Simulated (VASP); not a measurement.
A run of VASP 6.6.1:

The input INCAR:

```
ALGO = Normal
EDIFF = 1E-6
ENCUT = 500
GGA = PS
GGA_COMPAT = False
ISIF = 2
ISMEAR = 0
LASPH = True
LCHARG = True
LELF = True
LREAL = False
LVHAR = True
LWAVE = False
NBANDS = 20
NELM = 120
PREC = Accurate
SIGMA = 0.02
```

File KPOINTS:

```
k-points
0
Gamma
  12 12 4
```

Contents of POSCAR:

```
SnSe2
1.0
    3.8198844397      0.0000000000      0.0000000000
   -1.9099422198      3.3081169643      0.0000000000
    0.0000000000      0.0000000000      6.3994505413
Sn Se
1 2
Direct
    0.0000000000      0.0000000000      0.0000000000
    0.3333333333      0.6666666667      0.2481344741
    0.6666666667      0.3333333333      0.7518655259
```

Potentials or basis: VASP PAW PBE potentials, release 64 (Sn_d, Se).

Launch:

```console
$ cat potpaw_PBE.64/Sn_d/POTCAR potpaw_PBE.64/Se/POTCAR > POTCAR
$ mpirun -np 1 vasp_std > vasp.out
```

Hardware: 1 thread of Intel Xeon 6975P-C, with other jobs on the host.

**Question.** How long does it take, and how much memory?

**Answer.** It took 61 s on 1 thread of Intel Xeon 6975P-C (shared host), peak memory 0.25 GiB. Counts: scf iterations 12, k points 69.
